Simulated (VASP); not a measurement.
# Ta (Im-3m) in VASP: notebook

Runs on Ta. Level: LDA. Tasks: single point.

Program: VASP 6.6.1. These are calculated values, not measurements. Logs are shortened: lines on timing, memory, paths and dates and some standing lists are left out, and cuts for length are marked.

**1. The cell of the first run**

The structure is cubic, space group Im-3m (No. 229). The conventional cell has a = 3.255 Å, b = 3.255 Å, c = 3.255 Å, α = 90.00°, β = 90.00°, γ = 90.00°. Ta (site symmetry m-3m) has 14 Ta at 2.82 to 3.26 Å within 3.7 Å.

**2. Single point, LDA**

File INCAR:

```
  PREC = Accurate
  ENCUT = 520
  EDIFF = 1E-6
  ISMEAR = 0
  SIGMA = 0.6
  LREAL = False
  LASPH = True
  NELM = 80
  ALGO = Normal
  ISIF = 2
  LWAVE = False
  LCHARG = True
  GGA = CA
  LELF = True
  LVHAR = True
  NBANDS = 12
```

File KPOINTS:

```
regular mesh
0
Gamma
  14 14 14
```

File POSCAR:

```
Ta
1.0
   -1.6276710318      1.6276710318      1.6276710318
    1.6276710318     -1.6276710318      1.6276710318
    1.6276710318      1.6276710318     -1.6276710318
Ta
1
Direct
    0.0000000000      0.0000000000      0.0000000000
```

Potentials or basis: VASP PAW LDA potentials, release 64 (Ta_pv).

Command:

```sh
$ cat potpaw_LDA.64/Ta_pv/POTCAR > POTCAR
$ mpirun -np 1 vasp_std > vasp.out
```

OUTCAR:

```text
PREC = Accurate
   ENCUT = 520
   EDIFF = 1E-6
   ISMEAR = 0
   LREAL = False
   LASPH = True
   NELM = 80
   ISIF = 2
   GGA = CA

 ion  position               nearest neighbor table
   1  0.000  0.000  0.000-

  LATTYP: Found a body centered cubic cell.
 ALAT       =     3.2553420636

  Lattice vectors:

 A1 = (  -1.6276710318,   1.6276710318,   1.6276710318)
 A2 = (   1.6276710318,  -1.6276710318,   1.6276710318)
 A3 = (   1.6276710318,   1.6276710318,  -1.6276710318)

Analysis of symmetry for initial positions (statically):
=====================================================================
 Subroutine PRICEL returns:
 Original cell was already a primitive cell.

 Routine SETGRP: Setting up the symmetry group for a
 body centered cubic supercell.

 Subroutine GETGRP returns: Found 48 space group operations
 (whereof 48 operations were pure point group operations)
 out of a pool of 48 trial point group operations.

The static configuration has the point symmetry O_h .

Analysis of symmetry for dynamics (positions and initial velocities):
=====================================================================
 Subroutine PRICEL returns:
 Original cell was already a primitive cell.

 Routine SETGRP: Setting up the symmetry group for a
 body centered cubic supercell.

 Subroutine GETGRP returns: Found 48 space group operations
 (whereof 48 operations were pure point group operations)
 out of a pool of 48 trial point group operations.

The dynamic configuration has the point symmetry O_h .

 Subroutine INISYM returns: Found 48 space group operations
 (whereof 48 operations are pure point group operations),
 and found     1 'primitive' translations

----------------------------------------------------------------------------------------

                                     Primitive cell

  volume of cell :      17.2488

  direct lattice vectors                    reciprocal lattice vectors
    -1.627671032  1.627671032  1.627671032     0.000000000  0.307187380  0.307187380
     1.627671032 -1.627671032  1.627671032     0.307187380  0.000000000  0.307187380
     1.627671032  1.627671032 -1.627671032     0.307187380  0.307187380  0.000000000

  length of vectors
     2.819208925  2.819208925  2.819208925     0.434428559  0.434428559  0.434428559

  position of ions in fractional coordinates (direct lattice)
     0.000000000  0.000000000  0.000000000

  ion indices of the primitive-cell ions
   primitive index   ion index
[... 75 lines left out ...]
   EDIFFG = 0.1E-04   stopping-criterion for IOM
   NSW    =      0    number of steps for IOM
   IBRION =     -1    ionic relax: 0-MD 1-quasi-New 2-CG
   NFREE  =      0    steps in history (QN), initial steepest desc. (CG)
   ISIF   =      2    stress and relaxation
   ISYM   =      2    0-nonsym 1-usesym 2-fastsym
   POTIM  = 0.5000    time-step for ionic-motion
   TEBEG  =    0.0;   TEEND  =   0.0 temperature during run
   PSTRESS=    0.0 pullay stress
   NELECT =      11.0000    total number of electrons
   NUPDOWN=      -1.0000    fix difference up-down
   EMIN   =  10.00;   EMAX   =-10.00  energy-range for DOS
   EFERMI =   0.00;   METHOD = LEGACY
   ISMEAR =     0;   SIGMA  =   0.60  broadening in eV -4-tet -1-fermi 0-gaus
   EFERMI_NEDOS =   21; number of points for ismear=-14 and -15
   IALGO  =     38    algorithm
   IMIX   =      4    mixing-type and parameters
     AMIX     =   0.40;   BMIX     =  1.00
     AMIX_MAG =   1.60;   BMIX_MAG =  1.00
  volume/ion in A,a.u.               =      17.25       116.40
  Fermi-wavevector in a.u.,A,eV,Ry     =   1.409134  2.662878 27.016543  1.985660
  Thomas-Fermi vector in A             =   2.531221
   LORBIT       =      0    0 simple, 1 ext, 2 COOP (PROOUT), +10 PAW based schemes
   GGA     = CA    functional components
   LHFCALC =     F    Hartree Fock is set to
   AEXX    =    0.0000 exact exchange contribution
   IVDW    =     0    specifies the selected vdW correction
   LEPSILON=     F    determine dielectric tensor
   LRPA    =     F    only Hartree local field effects (RPA)
 non-spin polarized calculation
 Gauss-broadening in eV      SIGMA  =   0.60
  energy-cutoff  :      520.00
  volume of cell :       17.25
 maximum number of plane-waves:       476
 NGX is ok and might be reduce to    24
   NGX = 11   NGY = 11   NGZ = 11

 number of electron      11.0000000 magnetization

 Free energy of the ion-electron system (eV)
  ---------------------------------------------------
  ext. energy  EPLUGINS =         0.00000000
  ---------------------------------------------------
  free energy    TOTEN  =       -12.93810860 eV

  energy without entropy =      -12.73022307  energy(sigma->0) =      -12.83416583

 E-fermi :   5.8407     XC(G=0): -13.0160

 val. band max:        5.8272976371   @ k =   0.1429   0.0714   0.0000
 cond. band min:       5.8751758656   @ k =   0.1429   0.0000   0.0000
 fundamental gap:      0.0478782285
 Fermi energy:         5.8407080108

 k-point     1 :       0.0000    0.0000    0.0000
  band No.  band energies     occupation
      1     -26.9545      2.00000
      2     -26.9545      2.00000
      3     -26.9545      2.00000
      4      -2.2396      2.00000
      5       6.4371      0.15983
      6       6.4371      0.15983
      7       6.4371      0.15983
      8       9.8501      0.00000
      9       9.8501      0.00000
     10      19.6134      0.00000
     11      21.0396      0.00000
     12      21.0396      0.00000
[... 331 lines left out ...]
 k-point    24 :       0.3571    0.2857    0.0000
  band No.  band energies     occupation
      1     -28.0135      2.00000
      2     -27.8032      2.00000
      3     -27.1278      2.00000
      4       3.0665      2.00000
      5       4.4798      1.99866
      6       5.1202      1.91054
      7      10.1183      0.00000
      8      10.7357      0.00000
      9      15.2010      0.00000
     10      17.4615      0.00000
     11      19.3111      0.00000
     12      19.6202      0.00000

 [... further k-points ...]
[... 5 lines left out ...]
  --------------------------------------------------------------------------------------
  -------------------------------------------------------------------------------------
  Total        0.1618186      0.1618186      0.1618186     -0.0000000      0.0000000      0.0000000
  in kB       15.0306976     15.0306976     15.0306976     -0.0000000      0.0000000      0.0000000
  external PRESSURE =      15.0306976 kB  Pullay stress =       0.0000000 kB

 VOLUME and BASIS-vectors are now :
 -----------------------------------------------------------------------------
  energy-cutoff  :      520.00
  volume of cell :       17.25
      direct lattice vectors                 reciprocal lattice vectors
    -1.627671032  1.627671032  1.627671032     0.000000000  0.307187380  0.307187380
     1.627671032 -1.627671032  1.627671032     0.307187380  0.000000000  0.307187380
     1.627671032  1.627671032 -1.627671032     0.307187380  0.307187380  0.000000000

 POSITION                                       TOTAL-FORCE (eV/Angst)
 -----------------------------------------------------------------------------------
      0.00000      0.00000      0.00000        -0.000000      0.000000      0.000000
 -----------------------------------------------------------------------------------
    total drift:                                0.000000      0.000000      0.000000

  FREE ENERGIE OF THE ION-ELECTRON SYSTEM (eV)
  ---------------------------------------------------
  free  energy   TOTEN  =       -12.9381086009 eV

  energy  without entropy=      -12.7302230677  energy(sigma->0) =      -12.83416583
```

OSZICAR:

```text
N       E                     dE             d eps       ncg     rms          rms(c)
DAV:   1     0.588252293105E+02    0.58825E+02   -0.61215E+03  2512   0.876E+02
DAV:   2    -0.123843487044E+02   -0.71210E+02   -0.69362E+02  2784   0.245E+02
DAV:   3    -0.133950255294E+02   -0.10107E+01   -0.99798E+00  2976   0.273E+01
DAV:   4    -0.133975141918E+02   -0.24887E-02   -0.24884E-02  2728   0.148E+00
DAV:   5    -0.133975210240E+02   -0.68323E-05   -0.68325E-05  2888   0.748E-02    0.144E+01
DAV:   6    -0.130477586563E+02    0.34976E+00   -0.27542E-01  2848   0.538E+00    0.701E+00
DAV:   7    -0.129402220434E+02    0.10754E+00   -0.22089E-01  2860   0.454E+00    0.362E-01
DAV:   8    -0.129381359127E+02    0.20861E-02   -0.38870E-03  2636   0.667E-01    0.857E-02
DAV:   9    -0.129381091866E+02    0.26726E-04   -0.70978E-05  2876   0.889E-02    0.248E-02
DAV:  10    -0.129381086009E+02    0.58574E-06   -0.33860E-06  2644   0.196E-02
   1 F= -.12938109E+02 E0= -.12834166E+02  d E =-.207886E+00
```

It took 7.5 s on 1 thread of Intel Xeon 6975P-C, shared host; peak memory 0.14 GiB.

Results:

- Free energy: -12.9381 eV
- Pressure: 1.5 GPa

Caveat: spin-orbit coupling is left out, which moves the levels of the heavy elements.

**3. Single point, LDA**

File INCAR:

```
PREC = Accurate
ENCUT = 520
EDIFF = 1E-7
ISMEAR = 0
SIGMA = 1.0
LREAL = False
LASPH = True
NELM = 60
ALGO = Normal
ISIF = 2
LWAVE = False
LCHARG = True
GGA = CA
LELF = True
LVHAR = True
NBANDS = 12
```

KPOINTS is that of step 2.

POSCAR is that of step 2.

Potentials or basis: VASP PAW LDA potentials, release 64 (Ta_pv).

Command:

```sh
$ cat potpaw_LDA.64/Ta_pv/POTCAR > POTCAR
$ mpirun -np 1 vasp_std > vasp.out
```

Wall time 9.6 s (1 thread of Intel Xeon 6975P-C, shared host); peak memory 0.14 GiB.

The run converged. Its results:

```yaml
Free_energy: -13.1098 eV
Pressure: 3.1 GPa
```

Levels at points of the mesh, in eV from the Fermi level:
```tsv
k point	band 2	band 3	band 4	band 5	band 6	band 7	band 8	band 9	band 10	band 11
(0.00, 0.00, 0.00)	-32.88	-32.88	-8.18	0.50	0.50	0.50	3.91	3.91	13.69	15.10
(0.50, 0.00, 0.00)	-33.33	-32.90	-4.74	-1.88	1.78	3.83	4.89	8.02	12.05	12.24
(0.50, 0.50, 0.50)	-33.84	-33.84	-4.26	-4.26	6.98	6.98	6.98	8.98	8.98	8.98
```

Caveat: spin-orbit coupling is left out, which moves the levels of the heavy elements.

**4. Single point, LDA**

File INCAR:

```
ALGO     = Normal         # electronic algorithm
EDIFF    = 1E-6           # SCF threshold, eV
ENCUT    = 520            # plane-wave cutoff, eV
ISIF     = 2              # what is computed and relaxed
ISMEAR   = 1              # smearing method
LASPH    = True           # aspherical terms in the spheres
LCHARG   = False          # write CHGCAR
LREAL    = False          # projectors in reciprocal space
LWAVE    = False          # write WAVECAR
NBANDS   = 12             # bands
NELM     = 60             # most SCF steps
PREC     = Accurate       # precision mode
SIGMA    = 0.01           # smearing width, eV
```

File KPOINTS:

```
k-points
0
Gamma
  14 14 14
```

POSCAR is that of step 3.

Command:

```sh
$ cat potpaw_LDA.64/Ta_pv/POTCAR > POTCAR
$ mpirun -np 1 vasp_std > vasp.out
```

It took 7.9 s on 1 thread of Intel Xeon 6975P-C, shared host; peak memory 0.14 GiB.

It converged, with:

| Property | Result |
| --- | --- |
| Free energy | -12.8313 eV |
| Pressure | 0.9 GPa |

Levels at points of the mesh, in eV from the Fermi level:
| k point | band 1 | band 2 | band 3 | band 4 | band 5 | band 6 | band 7 | band 8 | band 9 | band 10 |
| --- | --- | --- | --- | --- | --- | --- | --- | --- | --- | --- |
| (0.00, 0.00, 0.00) | -32.71 | -32.71 | -32.71 | -7.97 | 0.69 | 0.69 | 0.69 | 4.11 | 4.11 | 13.86 |
| (0.50, 0.00, 0.00) | -34.08 | -33.15 | -32.72 | -4.54 | -1.69 | 1.98 | 4.02 | 5.08 | 8.21 | 12.26 |
| (0.50, 0.50, 0.50) | -33.66 | -33.66 | -33.66 | -4.06 | -4.06 | 7.17 | 7.17 | 7.17 | 9.18 | 9.18 |

Caveat: spin-orbit coupling is left out, which moves the levels of the heavy elements.

**5. The runs side by side**

```csv
smearing,gap on the mesh (eV),pressure (GPa)
gaussian 0.6 eV,none,1.5
gaussian 1 eV,none,3.1
methfessel-paxton 0.01 eV,none,0.9
```

Alike in all rows: task single point; level LDA; potentials or basis VASP PAW LDA potentials, release 64 (Ta_pv); no spin polarisation; cell as given; k mesh 14 × 14 × 14; cutoff (eV) 520.

Every run on the cell as given and a fine mesh finds a metal.

Caveats: spin-orbit coupling is left out, which moves the levels of the heavy elements.

Total energies depend on the potentials used, so only differences within one code and one set of settings carry meaning.
